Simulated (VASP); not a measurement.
# Ti3Al4Ni (P4/mmm) in VASP: notebook, part 2 of 2

VASP 6.6.1.

### Step 3. Single point, PBE

INCAR reads:

```
PREC = Accurate ; ENCUT = 550
EDIFF = 1E-6 ; ISMEAR = 0
SIGMA = 0.1 ; LREAL = F
LASPH = T ; NELM = 300
ALGO = All ; ISIF = 2
LWAVE = F ; LCHARG = F
GGA = PE ; NBANDS = 39
GGA_COMPAT = F ; ISEARCH = 1
KPAR = 4
```

KPOINTS reads:

```
regular mesh
0
Gamma
  4 4 6
```

POSCAR reads:

```
Ti3Al4Ni
1.0
    5.8355139428      0.0000000000      0.0000000000
    0.0000000000      5.8355139428      0.0000000000
    0.0000000000      0.0000000000      3.5919545998
Ti Al Ni
3 4 1
Direct
    0.0000000000      0.0000000000      0.5000000000
    0.0000000000      0.5000000000      0.5000000000
    0.5000000000      0.0000000000      0.5000000000
    0.7305307491      0.7305307491      0.0000000000
    0.7305307491      0.2694692509      0.0000000000
    0.2694692509      0.7305307491      0.0000000000
    0.2694692509      0.2694692509      0.0000000000
    0.5000000000      0.5000000000      0.5000000000
```

Potentials or basis: VASP PAW PBE potentials, release 64 (Ti_sv, Al, Ni).

Run with:

```sh
$ cat potpaw_PBE.64/Ti_sv/POTCAR potpaw_PBE.64/Al/POTCAR potpaw_PBE.64/Ni/POTCAR > POTCAR
$ mpirun -np 4 vasp_std > vasp.out
```

OUTCAR:

```text
PREC = Accurate
   ENCUT = 550
   EDIFF = 1E-6
   ISMEAR = 0
   LREAL = F
   LASPH = T
   NELM = 300
   ISIF = 2
   GGA = PE

 ion  position               nearest neighbor table
   1  0.000  0.000  0.500-   4 2.86   5 2.86   6 2.86   7 2.86   4 2.86   5 2.86   6 2.86   7 2.86
                             2 2.92   3 2.92   2 2.92   3 2.92
   2  0.000  0.500  0.500-   4 2.74   5 2.74   6 2.74   7 2.74   4 2.74   5 2.74   6 2.74   7 2.74
                             1 2.92   8 2.92   1 2.92   8 2.92
   3  0.500  0.000  0.500-   4 2.74   5 2.74   6 2.74   7 2.74   4 2.74   5 2.74   6 2.74   7 2.74
                             1 2.92   8 2.92   8 2.92   1 2.92
   4  0.731  0.731  0.000-   8 2.62   8 2.62   5 2.69   6 2.69   2 2.74   2 2.74   3 2.74   3 2.74
                             1 2.86   1 2.86   6 3.14   5 3.14
[... 1228 lines left out ...]
  external PRESSURE =       2.8594404 kB  Pullay stress =       0.0000000 kB

 VOLUME and BASIS-vectors are now :
 -----------------------------------------------------------------------------
  energy-cutoff  :      550.00
  volume of cell :      122.32
      direct lattice vectors                 reciprocal lattice vectors
     5.835513943  0.000000000  0.000000000     0.171364512  0.000000000  0.000000000
     0.000000000  5.835513943  0.000000000     0.000000000  0.171364512  0.000000000
     0.000000000  0.000000000  3.591954600     0.000000000  0.000000000  0.278399955

 POSITION                                       TOTAL-FORCE (eV/Angst)
 -----------------------------------------------------------------------------------
      0.00000      0.00000      1.79598         0.000000     -0.000000     -0.000000
      0.00000      2.91776      1.79598         0.000000     -0.000000     -0.000000
      2.91776      0.00000      1.79598         0.000000     -0.000000     -0.000000
      4.26302      4.26302      0.00000         0.024009      0.024009     -0.000000
      4.26302      1.57249      0.00000         0.024009     -0.024009      0.000000
      1.57249      4.26302      0.00000        -0.024009      0.024009     -0.000000
      1.57249      1.57249      0.00000        -0.024009     -0.024009     -0.000000
      2.91776      2.91776      1.79598         0.000000     -0.000000     -0.000000
 -----------------------------------------------------------------------------------
    total drift:                                0.000000      0.000000     -0.000000

  FREE ENERGIE OF THE ION-ELECTRON SYSTEM (eV)
  ---------------------------------------------------
  free  energy   TOTEN  =       -47.0526997260 eV

  energy  without entropy=      -47.0110032643  energy(sigma->0) =      -47.03185150
```

OSZICAR:

```text
N       E                     dE             d eps       ncg     rms           ort
DAV:   1     0.621937255529E+03    0.62194E+03   -0.29197E+04   936   0.181E+03
DAV:   2     0.225989408526E+02   -0.59934E+03   -0.58543E+03   936   0.495E+02
DAV:   3    -0.446964626399E+02   -0.67295E+02   -0.65371E+02   936   0.150E+02
DAV:   4    -0.532143669003E+02   -0.85179E+01   -0.84218E+01   936   0.434E+01
DAV:   5    -0.536534155185E+02   -0.43905E+00   -0.43869E+00   936   0.860E+00
SDA:   6    -0.234634353479E+02    0.30190E+02   -0.43869E+00   936   0.305E+03   0.000E+00
 trl   7    -0.367820771297E+02   -0.13319E+02   -0.14958E+02   936   0.305E+03  -0.696E+02
CGA:   8    -0.383319361473E+02   -0.14869E+02   -0.14958E+02   936   0.646E+02   0.377E+01
 trl   9    -0.441723022479E+02   -0.58404E+01   -0.61920E+01   936   0.654E+02   0.181E+02
CGA:  10    -0.445239518853E+02   -0.61920E+01   -0.61920E+01   936   0.924E+01  -0.568E+00
CGA:  11    -0.460912443660E+02   -0.15673E+01   -0.15659E+01   936   0.518E+01  -0.127E+00
CGA:  12    -0.466156117802E+02   -0.52437E+00   -0.51222E+00   936   0.282E+01   0.502E-01
CGA:  13    -0.468394274089E+02   -0.22382E+00   -0.24057E+00   936   0.618E+00  -0.840E-01
CGA:  14    -0.469683113280E+02   -0.12888E+00   -0.12913E+00   936   0.404E+00  -0.294E-02
CGA:  15    -0.470155155740E+02   -0.47204E-01   -0.47087E-01   936   0.101E+00  -0.998E-03
[... 29 lines left out ...]
CGA:  45    -0.470526987554E+02   -0.11321E-05   -0.11224E-05   936   0.422E-05   0.610E-06
CGA:  46    -0.470526997260E+02   -0.97054E-06   -0.96009E-06   936   0.638E-05   0.253E-06
   1 F= -.47052700E+02 E0= -.47031851E+02  d E =-.416965E-01
```

Run time: 2.3 min. Hardware: 4 MPI ranks of Intel Xeon Platinum 8259CL at 2.50GHz (Skylake/Cascade Lake), shared host; peak memory 0.4 GiB.

What came out:

| Item | Value |
| --- | --- |
| Free energy | -47.0527 eV |
| Pressure | 0.3 GPa |
| Largest force | 0.034 eV/Å |
| Band gap on the k mesh | zero (bands 29 and 30 overlap by 0.96 eV) |

Forces on the atoms (eV/Å):
```
Ti   0.000  0.000  0.000
Ti   0.000  0.000  0.000
Ti   0.000  0.000  0.000
Al   0.024  0.024  0.000
Al   0.024 -0.024  0.000
Al  -0.024  0.024  0.000
Al  -0.024 -0.024  0.000
Ni   0.000  0.000  0.000
```

Stress tensor (GPa, compression positive):
```
0.26 0.00 0.00
0.00 0.26 0.00
0.00 0.00 0.34
```

Levels at points of the mesh, in eV from the Fermi level:
```csv
k point,band 27,band 28,band 29,band 30,band 31,band 32
"(0.00, 0.00, 0.00)",-0.49,-0.47,-0.28,-0.28,0.99,0.99
"(0.50, 0.00, 0.00)",-0.31,-0.27,-0.18,0.43,0.59,0.85
"(0.50, 0.50, 0.00)",-0.42,-0.08,0.04,0.16,0.61,0.61
"(0.00, 0.00, 0.50)",-0.74,-0.58,-0.53,-0.53,1.49,1.66
"(0.50, 0.00, 0.50)",-0.68,-0.37,-0.05,0.02,0.35,1.40
"(0.50, 0.50, 0.50)",-0.79,0.43,0.43,0.53,0.53,0.65
```

Spin polarisation is off, so any magnetic state and its effect on volume and gap are missing.

### Step 4. Single point, PBE, collinear spin, ferromagnetic start

INCAR reads:

```
SYSTEM = Ti3Al4Ni
PREC     = Accurate       ! precision mode
ENCUT    = 520            ! plane-wave cutoff, eV
EDIFF    = 1E-6           ! SCF threshold, eV
ISMEAR   = 0              ! smearing method
SIGMA    = 0.1            ! smearing width, eV
LREAL    = .FALSE.        ! projectors in reciprocal space
LASPH    = .TRUE.         ! aspherical terms in the spheres
NELM     = 150            ! most SCF steps
ALGO     = Normal         ! electronic algorithm
ISIF     = 2              ! what is computed and relaxed
LWAVE    = .FALSE.        ! write WAVECAR
LCHARG   = .FALSE.        ! write CHGCAR
ISPIN    = 2              ! spin polarisation
MAGMOM   = 0 0 0 0 0 0 0 2 ! initial moments
LORBIT   = 11             ! projections on sites
LMAXMIX  = 4              ! l up to which the mixer works
GGA      = PE             ! functional
NBANDS   = 43             ! bands
```

KPOINTS reads:

```
Automatic mesh
0
G
  4 4 4
  0 0 0
```

POSCAR is that of step 3.

Run with:

```sh
$ cat potpaw_PBE.64/Ti_sv/POTCAR potpaw_PBE.64/Al/POTCAR potpaw_PBE.64/Ni/POTCAR > POTCAR
$ mpirun -np 1 vasp_std > vasp.out
```

Wall time 5.7 min (1 thread of Intel Xeon Platinum 8259CL at 2.50GHz (Skylake/Cascade Lake), shared host); peak memory 0.36 GiB.

Results (log left out):

```
Free energy                                           : -47.0867 eV
Pressure                                              : 0.2 GPa
Largest force                                         : 0.011 eV/Å
Band gap on the k mesh                                : zero (filled and empty bands overlap)
Net moment                                            : 0.00 μB per cell
Valence electrons inside the program's atomic spheres : Ti 10.24, 10.30 (each value once); Al 0.83; Ni 9.31
```

Forces in eV/Å, atoms in the order of the input:
```
Ti   0.000  0.000  0.000
Ti   0.000  0.000  0.000
Ti   0.000  0.000  0.000
Al   0.008  0.008  0.000
Al   0.008 -0.008  0.000
Al  -0.008  0.008  0.000
Al  -0.008 -0.008  0.000
Ni   0.000  0.000  0.000
```

Stress tensor (GPa, compression positive):
```
0.23 0.00 0.00
0.00 0.23 0.00
0.00 0.00 0.07
```

Levels at points of the mesh, in eV from the Fermi level:
Spin up:
| k point | band 27 | band 28 | band 29 | band 30 | band 31 | band 32 |
| --- | --- | --- | --- | --- | --- | --- |
| (0.00, 0.00, 0.00) | -0.50 | -0.49 | -0.28 | -0.28 | 0.99 | 0.99 |
| (0.50, 0.00, 0.00) | -0.31 | -0.29 | -0.19 | 0.42 | 0.58 | 0.86 |
| (0.50, 0.50, 0.00) | -0.42 | -0.10 | 0.04 | 0.15 | 0.60 | 0.60 |
| (0.00, 0.00, 0.50) | -0.76 | -0.58 | -0.51 | -0.51 | 1.48 | 1.65 |
| (0.50, 0.00, 0.50) | -0.66 | -0.38 | -0.05 | 0.01 | 0.34 | 1.39 |
| (0.50, 0.50, 0.50) | -0.79 | 0.42 | 0.42 | 0.53 | 0.53 | 0.64 |
Spin down:
```tsv
k point	band 27	band 28	band 29	band 30	band 31	band 32
(0.00, 0.00, 0.00)	-0.50	-0.49	-0.28	-0.28	0.99	0.99
(0.50, 0.00, 0.00)	-0.31	-0.29	-0.19	0.42	0.58	0.86
(0.50, 0.50, 0.00)	-0.42	-0.10	0.04	0.15	0.60	0.60
(0.00, 0.00, 0.50)	-0.76	-0.58	-0.52	-0.52	1.48	1.65
(0.50, 0.00, 0.50)	-0.66	-0.38	-0.05	0.01	0.34	1.39
(0.50, 0.50, 0.50)	-0.79	0.42	0.42	0.53	0.53	0.64
```

Caveat: the k points lie up to 0.44 Å⁻¹ apart, too coarse for converged energies and pressures of a metal; the moments typed at the start vanished in this run.
